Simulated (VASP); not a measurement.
Input of a VASP 6.6.1 run:

The input POSCAR:

```
Hf
1.0
    0.0000000000      2.2200000000      2.2200000000
    2.2200000000      0.0000000000      2.2200000000
    2.2200000000      2.2200000000      0.0000000000
Hf
1
Direct
    0.0000000000      0.0000000000      0.0000000000
```

Contents of INCAR.step1:

```
PREC = Accurate
ENCUT = 520
ISMEAR = -1
SIGMA = 0.03
LREAL = F
LASPH = T
NELM = 80
NBANDS = 11
GGA = PE
ALGO = Normal
EDIFF = 1E-4
LWAVE = T
LCHARG = F
```

File INCAR.step2:

```
PREC = Accurate
ENCUT = 520
EDIFF = 1E-8
ISMEAR = -1
SIGMA = 0.03
LREAL = F
LASPH = T
NELM = 80
ALGO = Normal
ISIF = 2
LWAVE = F
LCHARG = F
METAGGA = R2SCAN
LMIXTAU = T
LEFG = T
NBANDS = 11
ISTART = 1
```

KPOINTS

```
Automatic mesh
0
Gamma
  16 16 16
```

Potentials or basis: VASP PAW PBE potentials, release 64 (Hf_pv).

Run with:

```sh
$ cat potpaw_PBE.64/Hf_pv/POTCAR > POTCAR
$ cp INCAR.step1 INCAR
$ mpirun -np 1 vasp_std > vasp.out
$ cp INCAR.step2 INCAR
$ mpirun -np 1 vasp_std > vasp.out
```

Problem. What does it give for the band gap on the k mesh?

Solution. Zero (band 5 reaches 6.38 eV, above the bottom of band 6 at 4.32 eV).

Problem. Estimate the pressure.

Solution. 2.3 GPa.

Caveat: without QUAD_EFG the Cq values of the log hold for a quadrupole moment of 1 mb, not for the nuclei; the PAW data sets were made with another functional, which shifts forces and pressure a little; spin-orbit coupling is left out, which moves the levels of the heavy elements.
